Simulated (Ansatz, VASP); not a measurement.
## Ge in VASP and in Ansatz

File INCAR:

```
SYSTEM = Ge
PREC = Accurate
ENCUT = 520
EDIFF = 1E-6
ISMEAR = -1
SIGMA = 0.05
LREAL = .False.
LASPH = .True.
NELM = 60
ALGO = Normal
ISIF = 2
LWAVE = .False.
LCHARG = .False.
NBANDS = 21
```

File KPOINTS:

```
Automatic mesh
0
Gamma
  14 14 14
  0 0 0
```

File POSCAR:

```
Ge
1.0
    0.0000000000      2.8147752533      2.8147752533
    2.8147752533      0.0000000000      2.8147752533
    2.8147752533      2.8147752533      0.0000000000
Ge
2
Direct
    0.5000000000      0.5000000000      0.5000000000
    0.7500000000      0.7500000000      0.7500000000
```

Input for Ansatz:

```yaml
crystal:
  lattice:
    - [0.0, 2.8147752533, 2.8147752533]
    - [2.8147752533, 0.0, 2.8147752533]
    - [2.8147752533, 2.8147752533, 0.0]
  atoms:
    - { symbol: Ge, position: [0.5, 0.5, 0.5] }
    - { symbol: Ge, position: [0.75, 0.75, 0.75] }
hamiltonian:
  xc: lda
  pseudopotentials:
    kind: paw
    azcp:
      Ge: "pseudopotentials/Ge.paw.azcp"
basis:
  ecutwfc: 420
  fft_grid_basis: typed
kpoints:
  mp_grid: { grid: [14, 14, 14], shift: [0, 0, 0] }
magnetization:
  spin_polarized: false
scf:
  occupations: { method: fermi_dirac, width: 0.05 }
  lower_state_search: "off"
output:
  stress: true
```

Alike in both runs: task single point; functional LDA; k mesh 14 × 14 × 14; occupations fermi-dirac, width 0.05 eV; no spin polarisation.

|  | VASP | Ansatz |
| --- | --- | --- |
| version | VASP 6.6.1 | Ansatz 0.2.0 |
| potentials or method | VASP PAW LDA potentials, release 64 (Ge_d), cutoff 520 eV | plane waves (420 eV) with PAW, scalar-relativistic |
| valence electrons in the cell | 28 | 28 |

|  | VASP | Ansatz | Ansatz less VASP |
| --- | --- | --- | --- |
| pressure (GPa) | -0.1 | -0.3 | -0.22 |

Ansatz warns that its potentials were made for another functional, while VASP's fit it. LDA's correlation is that of Perdew and Zunger in VASP and of Perdew and Wang (1992) in Ansatz.
